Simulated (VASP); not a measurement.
Wanted: the native input for a VASP 6.6.1 run.

| Quantity | Value |
| --- | --- |
| Task | single point |
| Functional | PBE |
| Dispersion | D3(BJ) |
| Potentials or basis | VASP PAW PBE potentials, release 64 (Si) |
| Cutoff | 520 eV |
| k mesh | 2 × 2 × 2 |
| Occupations | gaussian, width 0.02 eV |
| Spin | no spin polarisation |
| Dipole correction | no |
| Further INCAR settings | LREAL = Auto; ALGO = Normal; EDIFF = 1e-07; NBANDS = 48 |

The structure of Si (a cell with a defect) lies in POSCAR:

```
Si
1.0
    0.0000000000      5.4300000000      5.4300000000
    5.4300000000      0.0000000000      5.4300000000
    5.4300000000      5.4300000000      0.0000000000
Si
17
Direct
    0.0008332279     -0.0010809618      0.0004369027
    0.1221258266      0.1283646587      0.1219881986
   -0.0065325850      0.0026947521      0.5021665011
    0.1218435365      0.1285995669      0.6280700012
    0.0003326621      0.5010032248      0.0001961201
    0.1250513348      0.6253252857      0.1249345811
    0.0003100972      0.5012199184      0.4986639068
    0.1220505741      0.6225867008      0.6278272941
    0.5023182960      0.0028198304     -0.0066077376
    0.6284306789      0.1288065606      0.1214891250
    0.5020616266      0.0028927562      0.5017038922
    0.6248633716      0.1255817979      0.6247907086
    0.4987522034      0.5014058357      0.0001056085
    0.6278953697      0.6226686756      0.1219813607
    0.5020381002      0.4941888445      0.5019933391
    0.6278611176      0.6226844101      0.6277141684
    0.3749111918     -0.1241369066      0.3747416896
```

One way to write it, as run:

INCAR

```
SYSTEM = Si
PREC = Accurate
ENCUT = 520
EDIFF = 1E-7
ISMEAR = 0
SIGMA = 0.02
LREAL = Auto
LASPH = .True.
NELM = 80
ALGO = Normal
ISIF = 2
LWAVE = .False.
LCHARG = .False.
GGA = PE
IVDW = 12
NBANDS = 48
```

KPOINTS

```
regular mesh
0
Gamma
  2 2 2
  0 0 0
```

Potentials or basis: VASP PAW PBE potentials, release 64 (Si).

Command:

```bash
$ cat potpaw_PBE.64/Si/POTCAR > POTCAR
$ mpirun -np 1 vasp_std > vasp.out
```

It gave:

```
Pressure                   : 2.4 GPa
Largest force              : 0.020 eV/Å
Band gap on the k mesh     : zero (band 34 reaches 6.93 eV, above the bottom of band 35 at 6.67 eV)
Dispersion energy per atom : -0.332 eV
```

Caveat: the k points lie up to 0.50 Å⁻¹ apart.

It took 110 s on 1 thread of Intel(R) Xeon(R) 6975P-C (Granite Rapids) (shared host), peak memory 0.45 GiB.
